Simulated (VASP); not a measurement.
A run of VASP 6.6.1 is set up as follows.

File INCAR:

```
PREC = Accurate ; ENCUT = 520
EDIFF = 1E-6 ; ISMEAR = 0
SIGMA = 0.1 ; LREAL = F
LASPH = T ; NELM = 60
ALGO = Normal ; ISIF = 2
LWAVE = F ; LCHARG = T
LDIPOL = T ; IDIPOL = 3
DIPOL = 0.5 0.5 0.500 ; GGA = PS
LELF = T ; LVHAR = T
LVACPOTAV = T ; NBANDS = 46
```

Contents of KPOINTS:

```
regular mesh
0
Gamma
  12 12 1
```

POSCAR

```
WC
1.0
    2.8984136678      0.0000000000      0.0000000000
   -1.4492068339      2.5100998670      0.0000000000
    0.0000000000      0.0000000000     24.8966416592
C W
4 4
Direct
    0.6666666667      0.3333333333      0.3012454492
    0.6666666667      0.3333333333      0.4148194782
    0.6666666667      0.3333333333      0.5283935073
    0.6666666667      0.3333333333      0.6419675363
    0.0000000000      0.0000000000      0.3580324637
    0.0000000000      0.0000000000      0.4716064927
    0.0000000000      0.0000000000      0.5851805218
    0.0000000000      0.0000000000      0.6987545508
```

Potentials or basis: VASP PAW PBE potentials, release 64 (C, W_sv).

Command:

```sh
$ cat potpaw_PBE.64/C/POTCAR potpaw_PBE.64/W_sv/POTCAR > POTCAR
$ mpirun -np 1 vasp_std > vasp.out
```

(1) Predict the band gap on the k mesh.

(2) Estimate the largest force.

Results:

(1) zero (bands 36 and 37 overlap by 0.72 eV).

(2) 5.702 eV/Å.

Caveat: the PAW data sets were made with another functional, which shifts forces and pressure a little; spin-orbit coupling is left out, which moves the levels of the heavy elements.
